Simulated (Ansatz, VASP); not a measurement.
# TiO2: VASP beside Ansatz

INCAR

```
SYSTEM = TiO2
ALGO = Normal ; EDIFF = 1E-6
ENCUT = 520 ; GGA = PE
ISIF = 2 ; ISMEAR = 0
LASPH = .True. ; LCHARG = .False.
LDAU = .True. ; LDAUJ = 0 0
LDAUL = 2 -1 ; LDAUPRINT = 1
LDAUTYPE = 2 ; LDAUU = 4 0
LMAXMIX = 4 ; LREAL = .False.
LWAVE = .False. ; NBANDS = 33
NELM = 150 ; PREC = Accurate
SIGMA = 0.05
```

KPOINTS

```
k-points
0
Gamma
  8 8 8
  0 0 0
```

Contents of POSCAR:

```
TiO2
1.0
   -1.9086496194      1.9086496194      4.4987000000
    1.9086496194     -1.9086496194      4.4987000000
    1.9086496194      1.9086496194     -4.4987000000
Ti O
2 4
Direct
    0.0000000000      0.0000000000      0.0000000000
    0.7500000000      0.2500000000      0.5000000000
    0.2052277854      0.2052277854      0.0000000000
    0.9552277854      0.4552277854      0.5000000000
    0.5447722146      0.0447722146      0.5000000000
    0.7947722146      0.7947722146      0.0000000000
```

Input for Ansatz:

```yaml
crystal:
  lattice:
    - [-1.9086496194, 1.9086496194, 4.4987]
    - [1.9086496194, -1.9086496194, 4.4987]
    - [1.9086496194, 1.9086496194, -4.4987]
  atoms:
    - { symbol: Ti, position: [0.0, 0.0, 0.0] }
    - { symbol: Ti, position: [0.75, 0.25, 0.5] }
    - { symbol: O, position: [0.2052277854, 0.2052277854, 0.0] }
    - { symbol: O, position: [0.9552277854, 0.4552277854, 0.5] }
    - { symbol: O, position: [0.5447722146, 0.0447722146, 0.5] }
    - { symbol: O, position: [0.7947722146, 0.7947722146, 0.0] }
basis:
  ecutwfc: 520.0
kpoints:
  mp_grid: { grid: [8, 8, 8] }
hamiltonian:
  xc: pbe
  pseudopotentials: { kind: paw, azcp: { folder: soft_1 } }
  hubbard: { sites: [{ species: Ti, l: d, u_eff: 4.0 }] }
scf:
  occupations: { method: gaussian, width: 0.05 }
output:
  forces: true
  stress: true
  eigenvalues: true
```

Alike in both runs: task single point; functional PBE; k mesh 8 × 8 × 8; occupations gaussian, width 0.05 eV; no spin polarisation; Hubbard terms Ti d U = 4.0 eV.

```csv
,VASP,Ansatz
version,VASP 6.6.1,Ansatz 0.2.0
potentials or method,"VASP PAW PBE potentials, release 64 (Ti_sv, O), cutoff 520 eV","scalar-relativistic, plane waves, PAW"
valence electrons in the cell,48,48
```

```csv
,VASP,Ansatz,Ansatz less VASP
gap on the k mesh at the Fermi level (eV),2.92,2.95,+0.023
least direct gap on the mesh (eV),3.17,3.18,+0.008
rms of the force components (eV/Å),1.207,1.057,-0.1503
```

The programs project onto different local orbitals, so the same U acts differently, and such runs can settle in different states. Atom by atom the forces differ by 0.150 eV/Å (rms over components).
